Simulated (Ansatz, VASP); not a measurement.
**CdTe in VASP and in Ansatz**

File INCAR:

```
PREC = Accurate ; ENCUT = 500
EDIFF = 1E-6 ; ISMEAR = 0
SIGMA = 0.05 ; LREAL = F
LASPH = T ; NELM = 120
ALGO = Normal ; ISIF = 2
LWAVE = F ; LCHARG = F
GGA = CA ; NBANDS = 16
GGA_COMPAT = F
```

KPOINTS

```
Automatic mesh
0
Gamma
  6 6 6
```

Contents of POSCAR:

```
CdTe
1.0
    0.0000000000      3.1469837213      3.1469837213
    3.1469837213      0.0000000000      3.1469837213
    3.1469837213      3.1469837213      0.0000000000
Cd Te
1 1
Direct
    0.5000000000      0.5000000000      0.5000000000
    0.0000000000      0.0000000000      0.0000000000
```

Input for Ansatz:

```yaml
crystal:
  lattice:
    - [0.0, 3.1469837213, 3.1469837213]
    - [3.1469837213, 0.0, 3.1469837213]
    - [3.1469837213, 3.1469837213, 0.0]
  atoms:
    - { symbol: Cd, position: [0.5, 0.5, 0.5] }
    - { symbol: Te, position: [0.0, 0.0, 0.0] }
basis:
  ecutwfc: 420
  ecutrho_ratio: 4
kpoints:
  mp_grid: { grid: [6, 6, 6] }
hamiltonian:
  xc: lda
scf:
  occupations: { method: gaussian, width: 0.05 }
output:
  forces: true
  stress: true
  eigenvalues: true
```

Alike in both runs: task single point; functional LDA; k mesh 6 × 6 × 6; occupations gaussian, width 0.05 eV; no spin polarisation.

```csv
,VASP,Ansatz
version,VASP 6.6.1,Ansatz 0.2.0
potentials or method,"VASP PAW LDA potentials, release 64 (Cd, Te), cutoff 500 eV","scalar-relativistic, plane waves, PAW"
valence electrons in the cell,18,36
```

|  | VASP | Ansatz | Ansatz less VASP |
| --- | --- | --- | --- |
| gap on the k mesh at the Fermi level (eV) | none | none | - |
| pressure (GPa) | -6.8 | -7.0 | -0.16 |

LDA's correlation is that of Perdew and Zunger in VASP and of Perdew and Wang (1992) in Ansatz. A gap of «none» marks a metal or a gap that the smearing closes. VASP's potentials hold 18 valence electrons a cell and Ansatz's 36, so a difference there can come from the potentials and not from the codes.

Spin-orbit coupling is off throughout.
